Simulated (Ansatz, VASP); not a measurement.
# NiO: VASP beside Ansatz

```
Ni O
1.0
     2.50462    0.00000    0.00000
     0.00000    2.50462    0.00000
     0.00000    0.00000    2.50462
Ni O
1 1
Direct
  0.00000 0.00000 0.00000
  0.50000 0.50000 0.50000
```

Alike in both runs: task single point; functional PBE; k mesh 9 × 9 × 9; occupations fermi-dirac, width 0.05 eV; collinear spin; fixed moment 1.2 μB.

|  | VASP | Ansatz |
| --- | --- | --- |
| version | VASP 6.6.1 | Ansatz 0.2.0 |
| potentials or method | VASP PAW PBE potentials, release 64 (Ni, O) | Ansatz PAW |
| plane-wave cutoff (eV) | 520 | 420 |
| valence electrons in the cell | 16 | 24 |

Ansatz gave:

| Property | Result |
| --- | --- |
| pressure (GPa) | 27.3 |
| net moment per atom (μB) | 0.60 |
| size of the moment on the site where the two differ most (μB) | 0.92 |

What did VASP give for the same quantities?

Pressure (GPa): 27.3; net moment per atom (μB): 0.60; size of the moment on the site where the two differ most (μB): 0.90.

Site moments also hang on the region over which each program counts them. VASP's potentials hold 16 valence electrons a cell and Ansatz's 24, so a difference there can come from the potentials and not from the codes.
